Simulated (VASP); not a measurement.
MgS:

```xyz
2
Lattice="0.0820 2.8432 2.8432 2.8432 0.0820 2.8432 2.8432 2.8432 0.0820" Properties=species:S:1:pos:R:3 pbc="T T T"
Mg    0.0158    0.0158    0.0158
S     1.4263    1.4263    1.4263
```

This cell differs from its parent crystal: epitaxial 111 strain -2.5%.

Base run:

```yaml
Program: VASP 6.6.1
Functional: PBE
Potentials_or_basis: VASP PAW PBE potentials, release 64 (Mg, S)
Cutoff: 520 eV
k_mesh: 8 × 8 × 8
Occupations: fermi-dirac, width 0.02 eV
Spin: no spin polarisation
```

Its results: band gap on the k mesh 3.48 eV; pressure 2.8 GPa; largest force 0.009 eV/Å.

Q: The run is repeated on the same cell with these changes: functional from PBE to r2SCAN; occupations from fermi-dirac, width 0.02 eV to gaussian, width 0.01 eV. What comes out?

A: Band gap on the k mesh 4.16 eV; pressure 1.6 GPa; largest force 0.003 eV/Å.

Caveats: the PAW data sets were made with another functional, which shifts forces and pressure a little (at least some runs).

A k mesh can miss the band edges.
